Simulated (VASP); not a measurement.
# CdGeAs2 (I-42d) in VASP: single point with PBEsol

Aim: the single point of CdGeAs2 with PBEsol.

Everything below comes from runs of VASP 6.6.1. Logs are shortened: lines on timing, memory, paths and dates and some standing lists are left out, and cuts for length are marked.

## 1. The cell of the first run

The structure is tetragonal, space group I-42d (No. 122). Conventional cell: a = 5.775 Å, b = 5.775 Å, c = 10.900 Å, α = 90.00°, β = 90.00°, γ = 90.00°. Within 3.4 Å of Cd (site symmetry -4) lie 4 As at 2.54 Å. Within 3.1 Å of Ge (site symmetry -4) lie 4 As at 2.37 Å. As (site symmetry 2) has 2 Ge at 2.37 Å and 2 Cd at 2.54 Å within 3.1 Å.

## 2. Single point, PBEsol (22.72 Å³/atom)

INCAR reads:

```
PREC     = Accurate       # precision mode
ENCUT    = 520            # plane-wave cutoff, eV
EDIFF    = 1E-6           # SCF threshold, eV
ISMEAR   = 0              # smearing method
SIGMA    = 0.01           # smearing width, eV
LREAL    = False          # projectors in reciprocal space
LASPH    = True           # aspherical terms in the spheres
NELM     = 60             # most SCF steps
ALGO     = Normal         # electronic algorithm
ISIF     = 2              # what is computed and relaxed
LWAVE    = False          # write WAVECAR
LCHARG   = False          # write CHGCAR
GGA      = PS             # functional
NBANDS   = 46             # bands
```

KPOINTS reads:

```
Automatic mesh
0
Gamma
  8 8 8
```

POSCAR reads:

```
CdGeAs2
1.0
   -2.8873751289      2.8873751289      5.4500127654
    2.8873751289     -2.8873751289      5.4500127654
    2.8873751289      2.8873751289     -5.4500127654
Cd Ge As
2 2 4
Direct
    0.2500000000      0.7500000000      0.5000000000
    0.5000000000      0.5000000000      0.0000000000
    0.0000000000      0.0000000000      0.0000000000
    0.7500000000      0.2500000000      0.5000000000
    0.8750000000      0.3505865092      0.9755865092
    0.6494134908      0.6250000000      0.5244134908
    0.3750000000      0.8994134908      0.0244134908
    0.1005865092      0.1250000000      0.4755865092
```

Potentials or basis: VASP PAW PBE potentials, release 64 (Cd, Ge_d, As).

Started as:

```
$ cat potpaw_PBE.64/Cd/POTCAR potpaw_PBE.64/Ge_d/POTCAR potpaw_PBE.64/As/POTCAR > POTCAR
$ mpirun -np 1 vasp_std > vasp.out
```

OUTCAR:

```text
PREC = Accurate
   ENCUT = 520
   EDIFF = 1E-6
   ISMEAR = 0
   LREAL = False
   LASPH = True
   NELM = 60
   ISIF = 2
   GGA = PS

 ion  position               nearest neighbor table
   1  0.250  0.750  0.500-   8 2.54   5 2.54   7 2.54   6 2.54
   2  0.500  0.500  0.000-   5 2.54   8 2.54   6 2.54   7 2.54
   3  0.000  0.000  0.000-   7 2.37   6 2.37   5 2.37   8 2.37
   4  0.750  0.250  0.500-   6 2.37   5 2.37   7 2.37   8 2.37
   5  0.875  0.351  0.976-   3 2.37   4 2.37   1 2.54   2 2.54
   6  0.649  0.625  0.524-   4 2.37   3 2.37   2 2.54   1 2.54
   7  0.375  0.899  0.024-   3 2.37   4 2.37   1 2.54   2 2.54
   8  0.101  0.125  0.476-   3 2.37   4 2.37   2 2.54   1 2.54

  LATTYP: Found a body centered tetragonal cell.
 ALAT       =     5.7747502578
 C/A-ratio  =     1.8875319354

  Lattice vectors:

 A1 = (  -2.8873751289,   2.8873751289,   5.4500127654)
 A2 = (   2.8873751289,  -2.8873751289,   5.4500127654)
 A3 = (   2.8873751289,   2.8873751289,  -5.4500127654)

Analysis of symmetry for initial positions (statically):
=====================================================================
 Subroutine PRICEL returns:
 Original cell was already a primitive cell.

 Routine SETGRP: Setting up the symmetry group for a
 body centered tetragonal supercell.

 Subroutine GETGRP returns: Found  8 space group operations
 (whereof  4 operations were pure point group operations)
 out of a pool of 16 trial point group operations.

The static configuration has the point symmetry S_4 .
 The point group associated with its full space group is D_2d.

Analysis of symmetry for dynamics (positions and initial velocities):
=====================================================================
 Subroutine PRICEL returns:
 Original cell was already a primitive cell.

 Routine SETGRP: Setting up the symmetry group for a
 body centered tetragonal supercell.

 Subroutine GETGRP returns: Found  8 space group operations
 (whereof  4 operations were pure point group operations)
 out of a pool of 16 trial point group operations.

The dynamic configuration has the point symmetry S_4 .
 The point group associated with its full space group is D_2d.

 Subroutine INISYM returns: Found  8 space group operations
 (whereof  4 operations are pure point group operations),
 and found     1 'primitive' translations

[... 105 lines left out ...]
   NELM   =     60;   NELMIN=  2; NELMDL= -5     # of ELM steps
   EDIFF  = 0.1E-05   stopping-criterion for ELM
   LREAL  =      F    real-space projection
   EDIFFG = 0.1E-04   stopping-criterion for IOM
   NSW    =      0    number of steps for IOM
   IBRION =     -1    ionic relax: 0-MD 1-quasi-New 2-CG
   NFREE  =      0    steps in history (QN), initial steepest desc. (CG)
   ISIF   =      2    stress and relaxation
   ISYM   =      2    0-nonsym 1-usesym 2-fastsym
   POTIM  = 0.5000    time-step for ionic-motion
   TEBEG  =    0.0;   TEEND  =   0.0 temperature during run
   PSTRESS=    0.0 pullay stress
   NELECT =      72.0000    total number of electrons
   NUPDOWN=      -1.0000    fix difference up-down
   EMIN   =  10.00;   EMAX   =-10.00  energy-range for DOS
   EFERMI =   0.00;   METHOD = LEGACY
   ISMEAR =     0;   SIGMA  =   0.01  broadening in eV -4-tet -1-fermi 0-gaus
   EFERMI_NEDOS =   21; number of points for ismear=-14 and -15
   IALGO  =     38    algorithm
   IMIX   =      4    mixing-type and parameters
     AMIX     =   0.40;   BMIX     =  1.00
     AMIX_MAG =   1.60;   BMIX_MAG =  1.00
  volume/ion in A,a.u.               =      22.72       153.31
  Fermi-wavevector in a.u.,A,eV,Ry     =   1.202350  2.272113 19.669211  1.445646
  Thomas-Fermi vector in A             =   2.338134
   LORBIT       =      0    0 simple, 1 ext, 2 COOP (PROOUT), +10 PAW based schemes
   GGA     = PS    functional components
   LHFCALC =     F    Hartree Fock is set to
   AEXX    =    0.0000 exact exchange contribution
   IVDW    =     0    specifies the selected vdW correction
   LEPSILON=     F    determine dielectric tensor
   LRPA    =     F    only Hartree local field effects (RPA)
 non-spin polarized calculation
 Gauss-broadening in eV      SIGMA  =   0.01
  energy-cutoff  :      520.00
  volume of cell :      181.75
 maximum number of plane-waves:      4924
 NGX is ok and might be reduce to    54
   NGX = 25   NGY = 25   NGZ = 25

 number of electron      71.9999994 magnetization

 Free energy of the ion-electron system (eV)
  ---------------------------------------------------
  ext. energy  EPLUGINS =         0.00000000
  ---------------------------------------------------
  free energy    TOTEN  =       -32.72992569 eV

  energy without entropy =      -32.72992569  energy(sigma->0) =      -32.72992569

 E-fermi :   4.0046     XC(G=0):  -9.9977

 val. band max:        3.9280366392   @ k =   0.0000   0.0000   0.0000
 cond. band min:       4.1310535452   @ k =   0.0000   0.0000   0.0000
 fundamental gap:      0.2030169060
 Fermi energy:         4.0045874193

 k-point     1 :       0.0000    0.0000    0.0000
  band No.  band energies     occupation
      1     -21.1773      2.00000
      2     -21.1773      2.00000
      3     -21.1762      2.00000
      4     -21.1699      2.00000
      5     -21.1668      2.00000
      6     -21.1668      2.00000
[... 1165 lines left out ...]
     45       8.8516      0.00000
     46       9.4415      0.00000

 [... further k-points ...]
[... 5 lines left out ...]
  --------------------------------------------------------------------------------------
  -------------------------------------------------------------------------------------
  Total        8.5109467      8.5109467      8.4427448      0.0000000     -0.0000000      0.0000000
  in kB       75.0281985     75.0281985     74.4269654      0.0000000     -0.0000000      0.0000000
  external PRESSURE =      74.8277875 kB  Pullay stress =       0.0000000 kB

 VOLUME and BASIS-vectors are now :
 -----------------------------------------------------------------------------
  energy-cutoff  :      520.00
  volume of cell :      181.75
      direct lattice vectors                 reciprocal lattice vectors
    -2.887375129  2.887375129  5.450012765     0.000000000  0.173167662  0.091742904
     2.887375129 -2.887375129  5.450012765     0.173167662  0.000000000  0.091742904
     2.887375129  2.887375129 -5.450012765     0.173167662  0.173167662  0.000000000

 POSITION                                       TOTAL-FORCE (eV/Angst)
 -----------------------------------------------------------------------------------
      2.88738      0.00000      2.72501        -0.000000     -0.000000     -0.000000
      0.00000      0.00000      5.45001        -0.000000      0.000000     -0.000000
      0.00000      0.00000      0.00000        -0.000000      0.000000      0.000000
      0.00000      2.88738      2.72501         0.000000      0.000000     -0.000000
      1.30271      4.33106      1.36250        -0.021550      0.000000     -0.000000
      1.44369      1.58467      4.08751        -0.000000      0.021550     -0.000000
      1.58467     -1.44369      6.81252         0.021550      0.000000     -0.000000
      1.44369      1.30271     -1.36250        -0.000000     -0.021550     -0.000000
 -----------------------------------------------------------------------------------
    total drift:                               -0.000003     -0.000003     -0.000001

  FREE ENERGIE OF THE ION-ELECTRON SYSTEM (eV)
  ---------------------------------------------------
  free  energy   TOTEN  =       -32.7299256878 eV

  energy  without entropy=      -32.7299256878  energy(sigma->0) =      -32.72992569
```

It took 29 min on 1 thread of Intel Xeon 8259CL, shared host; peak memory 0.69 GiB.

What came out:

* Free energy: -32.7299 eV
* Pressure: 7.5 GPa
* Largest force: 0.022 eV/Å
* Band gap on the k mesh: 0.20 eV

Forces on the atoms (eV/Å):
```
Cd   0.000  0.000  0.000
Cd   0.000  0.000  0.000
Ge   0.000  0.000  0.000
Ge   0.000  0.000  0.000
As  -0.022  0.000  0.000
As   0.000  0.022  0.000
As   0.022  0.000  0.000
As   0.000 -0.022  0.000
```

Caveat: the cell stands under pressure; the PAW data sets were made with another functional, which shifts forces and pressure a little. A k mesh can miss the band edges.
